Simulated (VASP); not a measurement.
A run of VASP 6.6.1:

File INCAR:

```
PREC = Accurate ; ENCUT = 700
EDIFF = 1E-6 ; ISMEAR = -1
SIGMA = 0.05 ; LREAL = False
LASPH = True ; NELM = 200
ALGO = Normal ; ISIF = 2
LWAVE = False ; LCHARG = False
ISPIN = 2 ; MAGMOM = 1.5 1.5 1.5
LORBIT = 11 ; LMAXMIX = 4
NBANDS = 32 ; GGA_COMPAT = False
```

File KPOINTS:

```
regular mesh
0
Gamma
  10 10 16
```

File POSCAR:

```
Cr
1.0
    3.9801107625      0.0000000000      0.0000000000
   -1.9900553813      3.4468770302      0.0000000000
    0.0000000000      0.0000000000      2.1329951322
Cr
3
Direct
    1.0000000000      1.0000000000      0.0000000000
    0.3333333333      0.6666666667      0.5000000000
    0.6666666667      0.3333333333      0.5000000000
```

Potentials or basis: VASP PAW LDA potentials, release 64 (Cr_sv).

Command:

```console
$ cat potpaw_LDA.64/Cr_sv/POTCAR > POTCAR
$ mpirun -np 1 vasp_std > vasp.out
```

Hardware: 1 thread of Intel(R) Xeon(R) Platinum 8259CL CPU @ 2.50GHz (Skylake/Cascade Lake) (shared host).

Question: Estimate the wall time of this run.

Answer: Wall time 4.9 min on 1 thread of Intel(R) Xeon(R) Platinum 8259CL CPU @ 2.50GHz (Skylake/Cascade Lake), on a shared host, peak memory 0.33 GiB. Counts: scf iterations 15, k points 126.
